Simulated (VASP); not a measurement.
# AlN (klda) (Fm-3m) in VASP: notebook

AlN (klda) is run at these levels: LDA; tasks: single point, relaxation of cell and atoms.

Everything below comes from runs of VASP 6.6.1. Logs are shortened: lines on timing, memory, paths and dates and some standing lists are left out, and cuts for length are marked.

## Step 1: The cell of the first run

Symmetry: Fm-3m, No. 225, cubic system. The conventional cell has a = 4.010 Å, b = 4.010 Å, c = 4.010 Å, α = 90.00°, β = 90.00°, γ = 90.00°. Within 2.7 Å of Al (site symmetry m-3m) lie 6 N at 2.01 Å. N (site symmetry m-3m) has 6 Al at 2.01 Å within 2.7 Å.

## Step 2: Single point, LDA

Input file INCAR:

```
ALGO = Normal
EDIFF = 1E-6
ENCUT = 600
GGA = CA
GGA_COMPAT = F
ISIF = 2
ISMEAR = 0
LASPH = T
LCHARG = F
LREAL = F
LWAVE = F
NBANDS = 11
NELM = 120
PREC = Accurate
SIGMA = 0.02
```

Input file KPOINTS:

```
k-points
0
Gamma
  10 10 10
```

Input file POSCAR:

```
AlN
1.0
    0.0000000000      2.0050835826      2.0050835826
    2.0050835826      0.0000000000      2.0050835826
    2.0050835826      2.0050835826      0.0000000000
Al N
1 1
Direct
    0.5000000000      0.5000000000      0.5000000000
    0.0000000000      0.0000000000      0.0000000000
```

Potentials or basis: VASP PAW LDA potentials, release 64 (Al, N).

The run is started by

```bash
$ cat potpaw_LDA.64/Al/POTCAR potpaw_LDA.64/N/POTCAR > POTCAR
$ mpirun -np 1 vasp_std > vasp.out
```

OUTCAR:

```text
EDIFF = 1E-6
   ENCUT = 600
   GGA = CA
   ISIF = 2
   ISMEAR = 0
   LASPH = T
   LREAL = F
   NELM = 120
   PREC = Accurate

 ion  position               nearest neighbor table
   1  0.500  0.500  0.500-   2 2.01   2 2.01   2 2.01   2 2.01   2 2.01   2 2.01
   2  0.000  0.000  0.000-   1 2.01   1 2.01   1 2.01   1 2.01   1 2.01   1 2.01

  LATTYP: Found a face centered cubic cell.
 ALAT       =     4.0101671652

  Lattice vectors:

 A1 = (   0.0000000000,   2.0050835826,   2.0050835826)
 A2 = (   2.0050835826,   0.0000000000,   2.0050835826)
 A3 = (   2.0050835826,   2.0050835826,   0.0000000000)

Analysis of symmetry for initial positions (statically):
=====================================================================
 Subroutine PRICEL returns:
 Original cell was already a primitive cell.

 Routine SETGRP: Setting up the symmetry group for a
 face centered cubic supercell.

 Subroutine GETGRP returns: Found 48 space group operations
 (whereof 48 operations were pure point group operations)
 out of a pool of 48 trial point group operations.

The static configuration has the point symmetry O_h .

Analysis of symmetry for dynamics (positions and initial velocities):
=====================================================================
 Subroutine PRICEL returns:
 Original cell was already a primitive cell.

 Routine SETGRP: Setting up the symmetry group for a
 face centered cubic supercell.

 Subroutine GETGRP returns: Found 48 space group operations
 (whereof 48 operations were pure point group operations)
 out of a pool of 48 trial point group operations.

The dynamic configuration has the point symmetry O_h .

 Subroutine INISYM returns: Found 48 space group operations
 (whereof 48 operations are pure point group operations),
 and found     1 'primitive' translations

----------------------------------------------------------------------------------------

                                     Primitive cell

  volume of cell :      16.1223

  direct lattice vectors                    reciprocal lattice vectors
     0.000000000  2.005083583  2.005083583    -0.249366163  0.249366163  0.249366163
     2.005083583  0.000000000  2.005083583     0.249366163 -0.249366163  0.249366163
     2.005083583  2.005083583  0.000000000     0.249366163  0.249366163 -0.249366163

  length of vectors
     2.835616396  2.835616396  2.835616396     0.431914864  0.431914864  0.431914864

  position of ions in fractional coordinates (direct lattice)
     0.500000000  0.500000000  0.500000000
     0.000000000  0.000000000  0.000000000

  ion indices of the primitive-cell ions
   primitive index   ion index
                 1           1
                 2           2

----------------------------------------------------------------------------------------

 KPOINTS: k-points

Automatic generation of k-mesh.
 Grid dimensions read from file:
 generate k-points for:   10   10   10

 Generating k-lattice:

  Cartesian coordinates                     Fractional coordinates (reciprocal lattice)
    -0.024936616  0.024936616  0.024936616     0.100000000  0.000000000  0.000000000
     0.024936616 -0.024936616  0.024936616     0.000000000  0.100000000  0.000000000
     0.024936616  0.024936616 -0.024936616     0.000000000  0.000000000  0.100000000

  Length of vectors
     0.043191486  0.043191486  0.043191486

  Shift w.r.t. Gamma in fractional coordinates (k-lattice)
     0.000000000  0.000000000  0.000000000

 Subroutine IBZKPT returns following result:
 ===========================================

 Found     47 irreducible k-points:

 Following reciprocal coordinates:
            Coordinates               Weight
  0.000000  0.000000  0.000000      1.000000
  0.100000  0.000000  0.000000      8.000000
  0.200000  0.000000  0.000000      8.000000
  0.300000  0.000000  0.000000      8.000000
  0.400000  0.000000  0.000000      8.000000
  0.500000  0.000000  0.000000      4.000000
[... 16 lines left out ...]
  0.300000  0.300000  0.000000      6.000000
  0.400000  0.300000  0.000000     24.000000
 [... further k-points ...]
   k-points           NKPTS =     47   k-points in BZ     NKDIM =     47   number of bands    NBANDS=     11
   number of dos      NEDOS =    301   number of ions     NIONS =      2
   total plane-waves  NPLWV =  13824
   dimension x,y,z NGX =    24 NGY =   24 NGZ =   24
   dimension x,y,z NGXF=    48 NGYF=   48 NGZF=   48
   ions per type =               1   1
   NGX,Y,Z   is equivalent  to a cutoff of  14.07, 14.07, 14.07 a.u.
   NGXF,Y,Z  is equivalent  to a cutoff of  28.14, 28.14, 28.14 a.u.
 SYSTEM =  unknown system
   PREC   = accura    normal or accurate (medium, high low for compatibility)
   ISTART =      0    job   : 0-new  1-cont  2-samecut
   ICHARG =      2    charge: 1-file 2-atom 10-const
   ISPIN  =      1    spin polarized calculation?
   LNONCOLLINEAR =      F non collinear calculations
   LSORBIT =      F    spin-orbit coupling
   LASPH  =      T    aspherical Exc in radial PAW
   ENCUT  =  600.0 eV  44.10 Ry    6.64 a.u.   5.66  5.66  5.66*2*pi/ulx,y,z
   NELM   =    120;   NELMIN=  2; NELMDL= -5     # of ELM steps
   EDIFF  = 0.1E-05   stopping-criterion for ELM
   LREAL  =      F    real-space projection
   EDIFFG = 0.1E-04   stopping-criterion for IOM
   NSW    =      0    number of steps for IOM
   IBRION =     -1    ionic relax: 0-MD 1-quasi-New 2-CG
   NFREE  =      0    steps in history (QN), initial steepest desc. (CG)
   ISIF   =      2    stress and relaxation
   ISYM   =      2    0-nonsym 1-usesym 2-fastsym
   POTIM  = 0.5000    time-step for ionic-motion
   TEBEG  =    0.0;   TEEND  =   0.0 temperature during run
   PSTRESS=    0.0 pullay stress
   NELECT =       8.0000    total number of electrons
   NUPDOWN=      -1.0000    fix difference up-down
   EMIN   =  10.00;   EMAX   =-10.00  energy-range for DOS
   EFERMI =   0.00;   METHOD = LEGACY
   ISMEAR =     0;   SIGMA  =   0.02  broadening in eV -4-tet -1-fermi 0-gaus
   EFERMI_NEDOS =   21; number of points for ismear=-14 and -15
   IALGO  =     38    algorithm
   IMIX   =      4    mixing-type and parameters
     AMIX     =   0.40;   BMIX     =  1.00
     AMIX_MAG =   1.60;   BMIX_MAG =  1.00
  volume/ion in A,a.u.               =       8.06        54.40
  Fermi-wavevector in a.u.,A,eV,Ry     =   1.296072  2.449220 22.855090  1.679802
  Thomas-Fermi vector in A             =   2.427551
   LORBIT       =      0    0 simple, 1 ext, 2 COOP (PROOUT), +10 PAW based schemes
   GGA     = CA    functional components
   LHFCALC =     F    Hartree Fock is set to
   AEXX    =    0.0000 exact exchange contribution
   IVDW    =     0    specifies the selected vdW correction
   LEPSILON=     F    determine dielectric tensor
   LRPA    =     F    only Hartree local field effects (RPA)
 non-spin polarized calculation
 Gauss-broadening in eV      SIGMA  =   0.02
  energy-cutoff  :      600.00
  volume of cell :       16.12
 maximum number of plane-waves:       548
   NGX = 11   NGY = 11   NGZ = 11

 number of electron       8.0000000 magnetization

 Free energy of the ion-electron system (eV)
  ---------------------------------------------------
  ext. energy  EPLUGINS =         0.00000000
  ---------------------------------------------------
  free energy    TOTEN  =       -16.23126462 eV

  energy without entropy =      -16.23126462  energy(sigma->0) =      -16.23126462

 E-fermi :  10.1925     XC(G=0): -12.6898

 val. band max:       10.0349548515   @ k =   0.0000   0.0000   0.0000
 cond. band min:      14.7346190929   @ k =   0.5000   0.5000   0.0000
 fundamental gap:      4.6996642414
 Fermi energy:        10.1925097879

 k-point     1 :       0.0000    0.0000    0.0000
  band No.  band energies     occupation
      1      -7.6006      2.00000
      2      10.0350      2.00000
      3      10.0350      2.00000
      4      10.0350      2.00000
      5      16.1679      0.00000
      6      22.1339      0.00000
      7      22.1339      0.00000
      8      22.1339      0.00000
      9      27.4254      0.00000
     10      27.8473      0.00000
     11      27.8473      0.00000

 k-point     2 :       0.1000    0.0000    0.0000
  band No.  band energies     occupation
      1      -7.3883      2.00000
      2       9.0278      2.00000
      3       9.9064      2.00000
      4       9.9064      2.00000
      5      16.7510      0.00000
      6      21.2523      0.00000
      7      22.4443      0.00000
      8      22.4443      0.00000
      9      26.2777      0.00000
     10      26.2777      0.00000
     11      28.3884      0.00000

 k-point     3 :       0.2000    0.0000    0.0000
  band No.  band energies     occupation
      1      -6.7695      2.00000
      2       6.8617      2.00000
      3       9.5950      2.00000
      4       9.5950      2.00000
      5      17.2714      0.00000
      6      20.8555      0.00000
      7      22.6592      0.00000
      8      22.6592      0.00000
      9      25.6721      0.00000
     10      25.6721      0.00000
     11      27.7239      0.00000

 k-point     4 :       0.3000    0.0000    0.0000
  band No.  band energies     occupation
      1      -5.8144      2.00000
      2       4.4732      2.00000
      3       9.2510      2.00000
      4       9.2510      2.00000
      5      16.8921      0.00000
      6      21.9092      0.00000
      7      21.9434      0.00000
      8      21.9434      0.00000
      9      26.8826      0.00000
     10      27.1676      0.00000
     11      27.1676      0.00000

 k-point     5 :       0.4000    0.0000    0.0000
  band No.  band energies     occupation
      1      -4.7356      2.00000
      2       2.4364      2.00000
      3       8.9984      2.00000
      4       8.9984      2.00000
      5      16.4705      0.00000
      6      21.2784      0.00000
      7      21.2784      0.00000
      8      23.0755      0.00000
      9      26.3257      0.00000
     10      29.4094      0.00000
     11      29.4094      0.00000
[... 211 lines left out ...]
 k-point    21 :      -0.3000    0.2000    0.0000
  band No.  band energies     occupation
      1      -4.5175      2.00000
      2       3.5644      2.00000
      3       6.2647      2.00000
      4       8.8594      2.00000
      5      18.3607      0.00000
      6      20.0170      0.00000
      7      21.6263      0.00000
      8      22.4007      0.00000
      9      27.0738      0.00000
     10      29.3498      0.00000
     11      30.9419      0.00000

 k-point    22 :      -0.2000    0.2000    0.0000
  band No.  band energies     occupation
      1      -5.5055      2.00000
      2       5.0494      2.00000
      3       6.9929      2.00000
      4       9.3142      2.00000
      5      18.9225      0.00000
      6      20.0510      0.00000
      7      20.9803      0.00000
      8      22.6088      0.00000
      9      25.0457      0.00000
     10      29.2042      0.00000
     11      30.6437      0.00000

 k-point    23 :       0.3000    0.3000    0.0000
  band No.  band energies     occupation
      1      -5.2529      2.00000
      2       5.1903      2.00000
      3       7.9488      2.00000
      4       7.9488      2.00000
      5      16.6077      0.00000
      6      17.0400      0.00000
      7      21.9749      0.00000
      8      25.7643      0.00000
      9      25.7643      0.00000
     10      30.6338      0.00000
     11      34.1883      0.00000

 k-point    24 :       0.4000    0.3000    0.0000
  band No.  band energies     occupation
      1      -4.4509      2.00000
      2       4.1070      2.00000
      3       7.1496      2.00000
      4       7.6845      2.00000
      5      16.2012      0.00000
      6      16.9296      0.00000
      7      22.4185      0.00000
      8      25.7295      0.00000
      9      26.5131      0.00000
     10      31.9424      0.00000
     11      34.8699      0.00000

 [... further k-points ...]
[... 5 lines left out ...]
  --------------------------------------------------------------------------------------
  -------------------------------------------------------------------------------------
  Total        0.0691093      0.0691093      0.0691093      0.0000000      0.0000000     -0.0000000
  in kB        6.8678317      6.8678317      6.8678317      0.0000000      0.0000000     -0.0000000
  external PRESSURE =       6.8678317 kB  Pullay stress =       0.0000000 kB

 VOLUME and BASIS-vectors are now :
 -----------------------------------------------------------------------------
  energy-cutoff  :      600.00
  volume of cell :       16.12
      direct lattice vectors                 reciprocal lattice vectors
     0.000000000  2.005083583  2.005083583    -0.249366163  0.249366163  0.249366163
     2.005083583  0.000000000  2.005083583     0.249366163 -0.249366163  0.249366163
     2.005083583  2.005083583  0.000000000     0.249366163  0.249366163 -0.249366163

 POSITION                                       TOTAL-FORCE (eV/Angst)
 -----------------------------------------------------------------------------------
      2.00508      2.00508      2.00508         0.000000      0.000000      0.000000
      0.00000      0.00000      0.00000        -0.000000     -0.000000     -0.000000
 -----------------------------------------------------------------------------------
    total drift:                                0.000000     -0.000000     -0.000000

  FREE ENERGIE OF THE ION-ELECTRON SYSTEM (eV)
  ---------------------------------------------------
  free  energy   TOTEN  =       -16.2312646224 eV

  energy  without entropy=      -16.2312646224  energy(sigma->0) =      -16.23126462
```

Run time: 6 s. Hardware: 1 thread of Intel Xeon Platinum 8375C at 2.90GHz (Ice Lake), shared host; peak memory 0.13 GiB.

Results:

| Quantity | Value |
| --- | --- |
| Free energy | -16.2313 eV |
| Pressure | 0.7 GPa |
| Band gap on the k mesh | 4.70 eV, indirect (least direct gap 6.13 eV) |

## Step 3: Relaxation of cell and atoms, LDA

Input file INCAR:

```
SYSTEM = AlN
  PREC = Accurate
  ENCUT = 600
  EDIFF = 1E-7
  ISMEAR = 0
  SIGMA = 0.02
  LREAL = .False.
  LASPH = .True.
  NELM = 120
  ALGO = Normal
  ISIF = 3
  LWAVE = .False.
  LCHARG = .False.
  GGA = CA
  IBRION = 2
  NSW = 100
  EDIFFG = -0.002
  GGA_COMPAT = .False.
  NELMIN = 4
```

Input file KPOINTS:

```
Automatic mesh
0
Gamma
  10 10 10
  0 0 0
```

Input file POSCAR:

```
AlN
1.0
    0.0000000000      2.0045623817      2.0045623817
    2.0045623817      0.0000000000      2.0045623817
    2.0045623817      2.0045623817      0.0000000000
Al N
1 1
Direct
    0.5000000000      0.5000000000      0.5000000000
    0.0000000000      0.0000000000      0.0000000000
```

Potentials or basis: VASP PAW LDA potentials, release 64 (Al, N).

The run is started by

```bash
$ cat potpaw_LDA.64/Al/POTCAR potpaw_LDA.64/N/POTCAR > POTCAR
$ mpirun -np 1 vasp_std > vasp.out
```

Run time: 9.5 s. Hardware: 1 thread of Intel Xeon Platinum 8375C at 2.90GHz (Ice Lake), shared host; peak memory 0.13 GiB.

Results (log left out):

| Quantity | Value |
| --- | --- |
| Free energy | -16.2313 eV |
| Relaxed volume | 8.08 Å³/atom |
| Relaxed cell | a = 2.838 Å, b = 2.838 Å, c = 2.838 Å, α = 60.00°, β = 60.00°, γ = 60.00° |
| Space group after relaxing (to 0.05 Å) | Fm-3m (No. 225) |
| Energy gained by relaxing | 0.1 meV/atom |
| Ionic steps | 3 |
| Pressure after relaxing | 0.0 GPa |
| Band gap on the k mesh | 4.68 eV, indirect (least direct gap 6.10 eV) |

The path:
| step | energy change (eV) | largest force (eV/Å) | pressure (GPa) | volume (Å³) |
| --- | --- | --- | --- | --- |
| 1 | 0.0000 | 0.0000 | 0.91 | 16.11 |
| 2 | 0.0000 | 0.0000 | -0.92 | 16.22 |
| 3 | -0.0002 | 0.0000 | 0.00 | 16.16 |

Final structure:
```
Al N
1.0
     0.00000    2.00676    2.00676
     2.00676    0.00000    2.00676
     2.00676    2.00676    0.00000
Al N
1 1
Direct
  0.50000 0.50000 0.50000
  0.00000 0.00000 0.00000
```

Levels at points of the mesh, in eV from the valence-band top:
```tsv
k point	band 1	band 2	band 3	band 4	band 5	band 6	band 7	band 8
(0.00, 0.00, 0.00)	-17.61	0.00	0.00	0.00	6.10	12.09	12.09	12.09
(0.50, 0.00, 0.00)	-14.18	-8.49	-1.12	-1.12	6.27	10.98	10.98	13.45
(0.50, 0.50, 0.00)	-13.14	-7.56	-2.87	-2.87	4.68	5.16	14.16	17.34
```

A k mesh can miss the band edges. As with any semilocal functional, this LDA gap is likely too small.
